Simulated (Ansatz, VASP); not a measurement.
**Two plane-wave programs on Se**

```
Se
1.0
     2.83062    0.00000    0.00000
     0.00000    2.83062    0.00000
     0.00000    0.00000    2.83062
Se
1
Direct
  0.00000 0.00000 0.00000
```

Alike in both runs: task relaxation of cell and atoms; functional LDA; k mesh 13 × 13 × 13; occupations fermi-dirac, width 0.08 eV; no spin polarisation.

|  | VASP | Ansatz |
| --- | --- | --- |
| version | VASP 6.6.1 | Ansatz 0.2.0 |
| potentials or method | VASP PAW LDA potentials, release 64 (Se) | PAW with Ansatz's default frozen-core files, scalar-relativistic |
| plane-wave cutoff (eV) | 600 | 420 |
| valence electrons in the cell | 6 | 16 |

VASP gave:

- relaxed volume (Å³/atom): 21.27
- relaxed cell length with the largest relative difference (Å): 2.771

Estimate Ansatz's values.

relaxed volume (Å³/atom): 21.24; relaxed cell length with the largest relative difference (Å): 2.769.

LDA's correlation is that of Perdew and Zunger in VASP and of Perdew and Wang (1992) in Ansatz. VASP's potentials hold 6 valence electrons a cell and Ansatz's 16, so a difference there can come from the potentials and not from the codes.
